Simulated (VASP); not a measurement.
# C9F in VASP: single point with PBE+D3(BJ)

Aim: the single point of C9F with PBE+D3(BJ).

All numbers are computed with VASP 6.6.1; they aren't measurements. Logs are shortened: lines on timing, memory, paths and dates and some standing lists are left out, and cuts for length are marked.

### Step 1. The cell of the first run

The cell holds a slab with vacuum, 20 atoms: a = 7.395 Å, b = 7.395 Å, c = 18.002 Å, α = 90.00°, β = 90.00°, γ = 120.00°.

### Step 2. Single point, PBE+D3(BJ)

INCAR

```
PREC = Accurate
ENCUT = 520
EDIFF = 1E-7
ISMEAR = 0
SIGMA = 0.05
LREAL = Auto
LASPH = True
NELM = 100
ALGO = Normal
ISIF = 2
LWAVE = False
LCHARG = False
LDIPOL = True
IDIPOL = 3
DIPOL = 0.5 0.5 0.460
GGA = PE
IVDW = 12
NBANDS = 59
```

KPOINTS

```
regular mesh
0
Gamma
  3 3 1
```

POSCAR

```
C9F
1.0
    7.3951485247      0.0000000000      0.0000000000
   -3.6975742623      6.4043864871      0.0000000000
    0.0000000000      0.0000000000     18.0016100066
C F
18 2
Direct
    0.5555555556      0.4444444444      0.4444046948
    0.5557593055      0.7780694284      0.4448654354
    0.5556533324      0.1113035249      0.4443581079
    0.8890846953      0.4447509527      0.4447713781
    0.8892490252      0.7781015418      0.4443890031
    0.8891289681      0.1113499957      0.4444654397
    0.2223542895      0.4445660695      0.4444302045
    0.2223144131      0.7781231179      0.4442735038
    0.2224040416      0.1113616807      0.4431656905
    0.4443978253      0.2223414326      0.4437350524
    0.4445780800      0.5556946056      0.4446520972
    0.4446220876      0.8891934297      0.4445598336
    0.7778904118      0.2223677979      0.4446872723
    0.7779953418      0.5558649129      0.4447058183
    0.7780659780      0.8892053122      0.4446910411
    0.1114371080      0.2224500111      0.4438089830
    0.1113279450      0.5559211865      0.4446740852
    0.1113649740      0.8892358602      0.4436358025
    0.3069871578      0.0204166530      0.5957829990
    0.0980620322      0.0436132212      0.5989736774
```

Potentials or basis: VASP PAW PBE potentials, release 64 (C, F).

Launch:

```console
$ cat potpaw_PBE.64/C/POTCAR potpaw_PBE.64/F/POTCAR > POTCAR
$ mpirun -np 1 vasp_std > vasp.out
```

OUTCAR:

```text
PREC = Accurate
   ENCUT = 520
   EDIFF = 1E-7
   ISMEAR = 0
   LREAL = Auto
   LASPH = True
   NELM = 100
   ISIF = 2
   GGA = PE
   IVDW = 12
 IVDW          = 12

 ion  position               nearest neighbor table
   1  0.556  0.444  0.444-  10 1.42  11 1.42  14 1.42
   2  0.556  0.778  0.445-  12 1.42  15 1.42  11 1.42
   3  0.556  0.111  0.444-  12 1.42  13 1.42  10 1.42
   4  0.889  0.445  0.445-  14 1.42  17 1.42  13 1.42
   5  0.889  0.778  0.444-  18 1.42  14 1.42  15 1.42
   6  0.889  0.111  0.444-  15 1.42  13 1.42  16 1.42
[... 10 lines left out ...]
  17  0.111  0.556  0.445-   8 1.42   4 1.42   7 1.42
  18  0.111  0.889  0.444-   8 1.42   5 1.42   9 1.42
  19  0.307  0.020  0.596-  20 1.64
  20  0.098  0.044  0.599-  19 1.64

  LATTYP: Found a hexagonal cell.
 ALAT       =     7.3951485247
 C/A-ratio  =     2.4342459041

  Lattice vectors:

 A1 = (   7.3951485247,   0.0000000000,   0.0000000000)
 A2 = (  -3.6975742623,   6.4043864871,   0.0000000000)
 A3 = (   0.0000000000,   0.0000000000,  18.0016100066)

Analysis of symmetry for initial positions (statically):
=====================================================================
 Subroutine PRICEL returns:
 Original cell was already a primitive cell.

 Routine SETGRP: Setting up the symmetry group for a
 hexagonal supercell.

 Subroutine GETGRP returns: Found  1 space group operations
 (whereof  1 operations were pure point group operations)
 out of a pool of 24 trial point group operations.

The static configuration has the point symmetry C_1 .

Analysis of symmetry for dynamics (positions and initial velocities):
=====================================================================
 Subroutine PRICEL returns:
 Original cell was already a primitive cell.

 Routine SETGRP: Setting up the symmetry group for a
 hexagonal supercell.

 Subroutine GETGRP returns: Found  1 space group operations
 (whereof  1 operations were pure point group operations)
 out of a pool of 24 trial point group operations.

The dynamic configuration has the point symmetry C_1 .

 Subroutine INISYM returns: Found  1 space group operations
 (whereof  1 operations are pure point group operations),
 and found     1 'primitive' translations

----------------------------------------------------------------------------------------

                                     Primitive cell

  volume of cell :     852.5813

  direct lattice vectors                    reciprocal lattice vectors
     7.395148525  0.000000000  0.000000000     0.135223788  0.078071491  0.000000000
    -3.697574262  6.404386487  0.000000000     0.000000000  0.156142981  0.000000000
     0.000000000  0.000000000 18.001610007     0.000000000  0.000000000  0.055550587

  length of vectors
     7.395148525  7.395148525 18.001610007     0.156142981  0.156142981  0.055550587

  position of ions in fractional coordinates (direct lattice)
     0.555555556  0.444444444  0.444404695
     0.555759305  0.778069428  0.444865435
     0.555653332  0.111303525  0.444358108
     0.889084695  0.444750953  0.444771378
     0.889249025  0.778101542  0.444389003
     0.889128968  0.111349996  0.444465440
[... 12 lines left out ...]
     0.306987158  0.020416653  0.595782999
     0.098062032  0.043613221  0.598973677

  ion indices of the primitive-cell ions
   primitive index   ion index
                 1           1
                 2           2
                 3           3
                 4           4
                 5           5
                 6           6
[... 12 lines left out ...]
                19          19
                20          20

----------------------------------------------------------------------------------------

 KPOINTS: regular mesh

Automatic generation of k-mesh.
 Grid dimensions read from file:
 generate k-points for:    3    3    1

 Generating k-lattice:

  Cartesian coordinates                     Fractional coordinates (reciprocal lattice)
     0.045074596  0.026023830  0.000000000     0.333333333  0.000000000  0.000000000
     0.000000000  0.052047660  0.000000000     0.000000000  0.333333333  0.000000000
     0.000000000  0.000000000  0.055550587     0.000000000  0.000000000  1.000000000

  Length of vectors
     0.052047660  0.052047660  0.055550587

  Shift w.r.t. Gamma in fractional coordinates (k-lattice)
     0.000000000  0.000000000  0.000000000

 Subroutine IBZKPT returns following result:
 ===========================================

 Found      5 irreducible k-points:

 Following reciprocal coordinates:
            Coordinates               Weight
  0.000000  0.000000  0.000000      1.000000
  0.333333  0.000000  0.000000      2.000000
  0.000000  0.333333  0.000000      2.000000
 -0.333333  0.333333  0.000000      2.000000
  0.333333  0.333333  0.000000      2.000000
   k-points           NKPTS =      5   k-points in BZ     NKDIM =      5   number of bands    NBANDS=     59
   number of dos      NEDOS =    301   number of ions     NIONS =     20
   total plane-waves  NPLWV = 439040
   dimension x,y,z NGX =    56 NGY =   56 NGZ =  140
   dimension x,y,z NGXF=   112 NGYF=  112 NGZF=  280
   ions per type =              18   2
   NGX,Y,Z   is equivalent  to a cutoff of  12.59, 12.59, 12.93 a.u.
   NGXF,Y,Z  is equivalent  to a cutoff of  25.18, 25.18, 25.86 a.u.
 SYSTEM =  unknown system
   PREC   = accura    normal or accurate (medium, high low for compatibility)
   ISTART =      0    job   : 0-new  1-cont  2-samecut
   ICHARG =      2    charge: 1-file 2-atom 10-const
   ISPIN  =      1    spin polarized calculation?
   LNONCOLLINEAR =      F non collinear calculations
   LSORBIT =      F    spin-orbit coupling
   LASPH  =      T    aspherical Exc in radial PAW
   ENCUT  =  520.0 eV  38.22 Ry    6.18 a.u.  13.75 13.75 33.47*2*pi/ulx,y,z
   NELM   =    100;   NELMIN=  2; NELMDL= -5     # of ELM steps
   EDIFF  = 0.1E-06   stopping-criterion for ELM
   LREAL  =      T    real-space projection
   EDIFFG = 0.1E-05   stopping-criterion for IOM
   NSW    =      0    number of steps for IOM
   IBRION =     -1    ionic relax: 0-MD 1-quasi-New 2-CG
   NFREE  =      0    steps in history (QN), initial steepest desc. (CG)
   ISIF   =      2    stress and relaxation
   ISYM   =      2    0-nonsym 1-usesym 2-fastsym
   POTIM  = 0.5000    time-step for ionic-motion
   TEBEG  =    0.0;   TEEND  =   0.0 temperature during run
   PSTRESS=    0.0 pullay stress
   NELECT =      86.0000    total number of electrons
   NUPDOWN=      -1.0000    fix difference up-down
   EMIN   =  10.00;   EMAX   =-10.00  energy-range for DOS
   EFERMI =   0.00;   METHOD = LEGACY
   ISMEAR =     0;   SIGMA  =   0.05  broadening in eV -4-tet -1-fermi 0-gaus
   EFERMI_NEDOS =   21; number of points for ismear=-14 and -15
   IALGO  =     38    algorithm
   IMIX   =      4    mixing-type and parameters
     AMIX     =   0.40;   BMIX     =  1.00
     AMIX_MAG =   1.60;   BMIX_MAG =  1.00
  volume/ion in A,a.u.               =      42.63       287.68
  Fermi-wavevector in a.u.,A,eV,Ry     =   0.762072  1.440106  7.901624  0.580753
  Thomas-Fermi vector in A             =   1.861452
   LORBIT       =      0    0 simple, 1 ext, 2 COOP (PROOUT), +10 PAW based schemes
   GGA     = PE    functional components
   LHFCALC =     F    Hartree Fock is set to
   AEXX    =    0.0000 exact exchange contribution
   IVDW    =    12    specifies the selected vdW correction
   LEPSILON=     F    determine dielectric tensor
   LRPA    =     F    only Hartree local field effects (RPA)
 non-spin polarized calculation
 Gauss-broadening in eV      SIGMA  =   0.05
  energy-cutoff  :      520.00
  volume of cell :      852.58
 maximum number of plane-waves:     22958
   NGX = 27   NGY = 27   NGZ = 67

 dipolmoment           0.000000      0.000000     -0.017656 electrons x Angstroem

 number of electron      86.0000002 magnetization

 dipolmoment           0.000000      0.000000      0.685056 electrons x Angstroem

 Free energy of the ion-electron system (eV)
  ---------------------------------------------------
  ext. energy  EPLUGINS =         0.00000000
  ---------------------------------------------------
  free energy    TOTEN  =      -169.91547023 eV

  energy without entropy =     -169.89482599  energy(sigma->0) =     -169.90514811

 E-fermi :  -3.5582     XC(G=0):  -2.7527

 val. band max:       -5.1206418512   @ k =   0.0000   0.3333   0.0000
 cond. band min:      -3.5411282448   @ k =   0.0000   0.0000   0.0000
 fundamental gap:      1.5795136064
 Fermi energy:        -3.5581544611

 k-point     1 :       0.0000    0.0000    0.0000
  band No.  band energies     occupation
      1     -27.0361      2.00000
      2     -23.9696      2.00000
      3     -22.9753      2.00000
      4     -20.4136      2.00000
      5     -20.4071      2.00000
      6     -20.4001      2.00000
[... 47 lines left out ...]
     54       1.5355      0.00000
     55       2.0935      0.00000

 k-point     2 :       0.3333    0.0000    0.0000
  band No.  band energies     occupation
      1     -27.0360      2.00000
      2     -23.9698      2.00000
      3     -22.6842      2.00000
      4     -21.8164      2.00000
      5     -20.9619      2.00000
      6     -20.9559      2.00000
[... 47 lines left out ...]
     54       2.7260      0.00000
     55       2.7306      0.00000

 k-point     3 :       0.0000    0.3333    0.0000
  band No.  band energies     occupation
      1     -27.0360      2.00000
      2     -23.9697      2.00000
      3     -22.6844      2.00000
      4     -21.8166      2.00000
      5     -20.9616      2.00000
      6     -20.9559      2.00000
[... 47 lines left out ...]
     54       2.7280      0.00000
     55       2.7309      0.00000

 k-point     4 :      -0.3333    0.3333    0.0000
  band No.  band energies     occupation
      1     -27.0360      2.00000
      2     -23.9699      2.00000
      3     -22.6842      2.00000
      4     -21.8163      2.00000
      5     -20.9623      2.00000
      6     -20.9557      2.00000
[... 47 lines left out ...]
     54       2.7257      0.00000
     55       2.7313      0.00000

 k-point     5 :       0.3333    0.3333    0.0000
  band No.  band energies     occupation
      1     -27.0359      2.00000
      2     -23.9698      2.00000
      3     -22.1169      2.00000
      4     -22.1139      2.00000
      5     -22.0830      2.00000
      6     -19.5641      2.00000
[... 47 lines left out ...]
     54       2.6297      0.00000
     55       2.6487      0.00000
 [bands above 55 left out]

------------------------ aborting loop because EDIFF is reached ----------------------------------------

 vacuum level on the upper side and lower side of the slab       (xc-potential included)         1.205        -1.341

 Edisp (eV)   -1.70705

 E8    (eV) :    -0.5271

  FORCE on cell =-STRESS in cart. coord.  units (eV):
  Direction    XX          YY          ZZ          XY          YZ          ZX
  --------------------------------------------------------------------------------------
  -------------------------------------------------------------------------------------
  Total      -0.45925    -0.59134    -0.09032    -0.02794    -0.03087    -0.01089
  in kB      -0.86303    -1.11125    -0.16973    -0.05251    -0.05801    -0.02047
  external pressure =       -0.71 kB  Pullay stress =        0.00 kB

 VOLUME and BASIS-vectors are now :
 -----------------------------------------------------------------------------
  energy-cutoff  :      520.00
  volume of cell :      852.58
      direct lattice vectors                 reciprocal lattice vectors
     7.395148525  0.000000000  0.000000000     0.135223788  0.078071491  0.000000000
    -3.697574262  6.404386487  0.000000000     0.000000000  0.156142981  0.000000000
     0.000000000  0.000000000 18.001610007     0.000000000  0.000000000  0.055550587

 POSITION                                       TOTAL-FORCE (eV/Angst)
 -----------------------------------------------------------------------------------
      2.46505      2.84639      8.00000         0.016159      0.026028     -0.000555
      1.23295      4.98306      8.00829         0.002924     -0.004064      0.005297
      3.69759      0.71283      7.99916        -0.007805      0.007122     -0.003886
      4.93041      2.84836      8.00660         0.001383     -0.014897     -0.009461
      3.69904      4.98326      7.99972        -0.001298      0.010016     -0.006470
      6.16352      0.71313      8.00109         0.015797      0.004079      0.001958
[... 12 lines left out ...]
      2.19472      0.13076     10.72505         0.052195     -0.007114      0.015772
      0.56392      0.27932     10.78249        -0.055539     -0.004904      0.009151
 -----------------------------------------------------------------------------------
    total drift:                               -0.010029     -0.001720     -0.005706

  FREE ENERGIE OF THE ION-ELECTRON SYSTEM (eV)
  ---------------------------------------------------
  free  energy   TOTEN  =      -171.6225223120 eV

  energy  without entropy=     -171.6018780747  energy(sigma->0) =     -171.61220019

 vacuum level on the upper side and lower side of the slab         3.307         0.685
```

Wall time 11 min (1 thread of Intel Xeon Platinum 8259CL at 2.50GHz (Skylake/Cascade Lake), shared host); peak memory 0.86 GiB.

Results:

```yaml
Free_energy: -171.6225 eV
Largest_force: 0.057 eV/Å
Band_gap_on_the_k_mesh: zero (bands 43 and 44 overlap by 0.14 eV)
Dispersion_energy_per_atom: -0.085 eV
```

Forces on the atoms (eV/Å):
```
C    0.016  0.026 -0.001
C    0.003 -0.004  0.005
C   -0.008  0.007 -0.004
C    0.001 -0.015 -0.009
C   -0.001  0.010 -0.006
C    0.016  0.004  0.002
C    0.000  0.011 -0.002
C    0.017  0.006 -0.004
C   -0.007 -0.011  0.007
C    0.015 -0.003  0.008
C   -0.005  0.011 -0.007
C   -0.011 -0.013 -0.011
C   -0.004  0.015  0.006
C   -0.011 -0.002  0.003
C    0.006 -0.009 -0.006
C   -0.014 -0.020  0.011
C    0.005 -0.003 -0.009
C   -0.015  0.001 -0.008
F    0.052 -0.007  0.016
F   -0.056 -0.005  0.009
```

Levels at points of the mesh, in eV from the Fermi level:
| k point | band 39 | band 40 | band 41 | band 42 | band 43 | band 44 | band 45 | band 46 | band 47 | band 48 |
| --- | --- | --- | --- | --- | --- | --- | --- | --- | --- | --- |
| (0.00, 0.00, 0.00) | -2.96 | -1.85 | -1.85 | 0.02 | 0.16 | 0.17 | 0.17 | 0.18 | 3.67 | 5.02 |
